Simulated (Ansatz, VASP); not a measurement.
Two plane-wave programs on Zr2BeS4

The input INCAR:

```
SYSTEM = Zr2BeS4
PREC = Accurate ; ENCUT = 520
EDIFF = 1E-6 ; ISMEAR = 0
SIGMA = 0.2 ; LREAL = .FALSE.
LASPH = .TRUE. ; NELM = 100
ALGO = Normal ; ISIF = 2
LWAVE = .FALSE. ; LCHARG = .FALSE.
GGA = PE ; NBANDS = 34
```

File KPOINTS:

```
Automatic mesh
0
G
  6 4 4
  0 0 0
```

POSCAR

```
Zr2BeS4
1.0
    0.0000000000     -3.5639078235      0.0000000000
   -6.0352253022      0.0000000000     -0.0052483928
    0.0908754034      0.0000000000     -6.1859409287
Zr Be S
2 1 4
Direct
    0.0000000000      0.0030512271      0.0203296304
    0.5000000000      0.0114655835      0.5295230498
    0.5000000000      0.3960445827      0.1832682898
    1.0000000000      0.7622409743      0.6841816066
    0.5000000000      0.7467409260      0.1927554085
    1.0000000000      0.2928813026      0.3542589932
    0.5000000000      0.2775743836      0.8656830416
```

Input for Ansatz:

```yaml
crystal:
  lattice:
    - [0.0, -3.5639078235, 0.0]
    - [-6.0352253022, 0.0, -0.0052483928]
    - [0.0908754034, 0.0, -6.1859409287]
  atoms:
    - { symbol: Zr, position: [0.0, 0.0030512271, 0.0203296304] }
    - { symbol: Zr, position: [0.5, 0.0114655835, 0.5295230498] }
    - { symbol: Be, position: [0.5, 0.3960445827, 0.1832682898] }
    - { symbol: S, position: [1.0, 0.7622409743, 0.6841816066] }
    - { symbol: S, position: [0.5, 0.746740926, 0.1927554085] }
    - { symbol: S, position: [1.0, 0.2928813026, 0.3542589932] }
    - { symbol: S, position: [0.5, 0.2775743836, 0.8656830416] }
basis:
  ecutwfc: 420
kpoints:
  mp_grid: { grid: [6, 4, 4] }
hamiltonian:
  xc: pbe
scf:
  occupations: { method: gaussian, width: 0.2 }
  lower_state_search: "off"
output:
  forces: true
  stress: true
  eigenvalues: true
```

Alike in both runs: task single point; functional PBE; k mesh 6 × 4 × 4; occupations gaussian, width 0.2 eV; no spin polarisation.

|  | VASP | Ansatz |
| --- | --- | --- |
| version | VASP 6.6.1 | Ansatz 0.2.0 |
| potentials or method | VASP PAW PBE potentials, release 64 (Zr_sv, Be, S), cutoff 520 eV | scalar-relativistic, plane waves, PAW |
| valence electrons in the cell | 50 | 50 |

|  | VASP | Ansatz | Ansatz less VASP |
| --- | --- | --- | --- |
| gap on the k mesh at the Fermi level (eV) | none | none | - |
| pressure (GPa) | 0.0 | 0.0 | +0.03 |
| traceless stress, the component that is largest in VASP (GPa) | -0.12 | -0.11 | +0.012 |
| rms of the force components (eV/Å) | 0.015 | 0.015 | -0.0005 |

Atom by atom the forces differ by 0.005 eV/Å (rms over components). A gap of «none» marks a metal or a gap that the smearing closes.
